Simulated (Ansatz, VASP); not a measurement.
Nb: VASP beside Ansatz

```
Nb
1.0
     0.00000    2.28654    5.03709
     1.59113    0.00000    5.03709
     1.59113    2.28654    0.00000
Nb
2
Direct
  0.13570 0.13570 0.86430
  0.86430 0.86430 0.13570
```

Alike in both runs: functional PBEsol; k mesh 6 × 6 × 6; occupations gaussian, width 0.1 eV; no spin polarisation.

Ansatz relaxed the structure, and its values are those at the end. VASP's run is a single point on that final structure, the one shown.

|  | VASP | Ansatz |
| --- | --- | --- |
| version | VASP 6.6.1 | Ansatz 0.2.0 |
| potentials or method | VASP PAW PBE potentials, release 64 (Nb_sv), cutoff 520 eV | scalar-relativistic, plane waves, PAW |
| valence electrons in the cell | 26 | 26 |

```tsv
	VASP	Ansatz	Ansatz less VASP
gap on the k mesh at the Fermi level (eV)	none	none	-
pressure (GPa)	-0.3	0.0	+0.28
rms of the force components (eV/Å)	0.004	0.002	-0.0025
```

VASP's potentials were made for PBE, not for PBEsol. A gap of «none» marks a metal or a gap that the smearing closes.

The k mesh is coarse, so the values compare programs but aren't converged.
